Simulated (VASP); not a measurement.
InAs, 2 atoms in the cell. It takes space group P4/mmm (No. 123, tetragonal). The conventional cell has a = 3.000 Å, b = 3.000 Å, c = 5.883 Å, α = 90.00°, β = 90.00°, γ = 90.00°. In (site symmetry 4/mmm) has 2 As at 2.94 Å and 4 In at 3.00 Å within 3.9 Å. As (site symmetry 4/mmm) has 2 In at 2.94 Å and 4 As at 3.00 Å within 3.9 Å.  This cell differs from its parent crystal: Sb replaced by As, lengths x 0.957, strained.

```yaml
Program: VASP 6.6.1
Task: single point
Functional: PBE
Potentials_or_basis: VASP PAW PBE potentials, release 64 (In_d, As)
Cutoff: 500 eV
k_mesh: 14 × 14 × 8
Occupations: gaussian, width 0.1 eV
Spin: no spin polarisation
Dipole_correction: no
Further_INCAR_settings: ALGO = Normal; EDIFF = 1e-06; NBANDS = 16
```

Potentials or basis: VASP PAW PBE potentials, release 64 (In_d, As).

Command:

```console
$ cat potpaw_PBE.64/In_d/POTCAR potpaw_PBE.64/As/POTCAR > POTCAR
$ mpirun -np 1 vasp_std > vasp.out
```

Hardware: 1 thread of Intel Xeon 8259CL, on a shared host.

How long does it take, and how much memory?

Run time: 2.1 min on 1 thread of Intel Xeon 8259CL, with other jobs on the host, peak memory 0.29 GiB. Counts: scf iterations 12, k points 180.
